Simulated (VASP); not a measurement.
Write the native input for VASP 6.6.1 that does the following.

* Task: relaxation of cell and atoms
* Functional: LDA
* Potentials or basis: VASP PAW LDA potentials, release 64 (Si, C)
* Cutoff: 600 eV
* k mesh: 12 × 12 × 2
* Occupations: fermi-dirac, width 0.02 eV
* Spin: no spin polarisation
* Dipole correction: no
* Further INCAR settings: ALGO = Normal; EDIFF = 1e-06; IBRION = 2; EDIFFG = -0.005; NSW = 80; ISIF = 3

The structure of SiC lies in POSCAR:

```
SiC
1.0
    3.0950015813      0.0000000000      0.0000000000
   -1.5475007906      2.6803499942      0.0000000000
    0.0000000000      0.0000000000     15.1865709582
Si C
6 6
Direct
    0.3333333333      0.6666666667      0.8329927008
    0.6666666667      0.3333333333      0.3329927008
    0.6666666667      0.3333333333      0.6665012400
    0.3333333333      0.6666666667      0.1665012400
    0.0000000000      0.0000000000      0.4997230253
    0.0000000000      0.0000000000      0.9997230253
    0.0000000000      0.0000000000      0.8743713553
    0.0000000000      0.0000000000      0.3743713553
    0.3333333333      0.6666666667      0.7079991940
    0.6666666667      0.3333333333      0.2079991940
    0.6666666667      0.3333333333      0.5415134846
    0.3333333333      0.6666666667      0.0415134846
```

These files were run (other wordings do the same):

INCAR

```
SYSTEM = SiC
PREC = Accurate
ENCUT = 600
EDIFF = 1E-6
ISMEAR = -1
SIGMA = 0.02
LREAL = .False.
LASPH = .True.
NELM = 60
ALGO = Normal
ISIF = 3
LWAVE = .False.
LCHARG = .False.
GGA = CA
IBRION = 2
NSW = 80
EDIFFG = -0.005
```

KPOINTS

```
Automatic mesh
0
Gamma
  12 12 2
  0 0 0
```

Potentials or basis: VASP PAW LDA potentials, release 64 (Si, C).

Launch:

```sh
$ cat potpaw_LDA.64/Si/POTCAR potpaw_LDA.64/C/POTCAR > POTCAR
$ mpirun -np 1 vasp_std > vasp.out
```

Results of the run:

```json
{"Relaxed volume": "10.15 Å³/atom", "Relaxed cell": "a = 3.060 Å, b = 3.060 Å, c = 15.016 Å, α = 90.00°, β = 90.00°, γ = 120.00°", "Space group after relaxing (to 0.1 Å)": "P6_3mc (No. 186)", "Energy gained by relaxing": "8.2 meV/atom", "Ionic steps": "6", "Pressure after relaxing": "0.0 GPa", "Band gap on the k mesh": "1.97 eV (least direct gap 3.07 eV)"}
```

Wall time 5 min on 1 thread of AMD EPYC 9R45 96-Core Processor (Zen 5), on a shared host, peak memory 0.29 GiB.
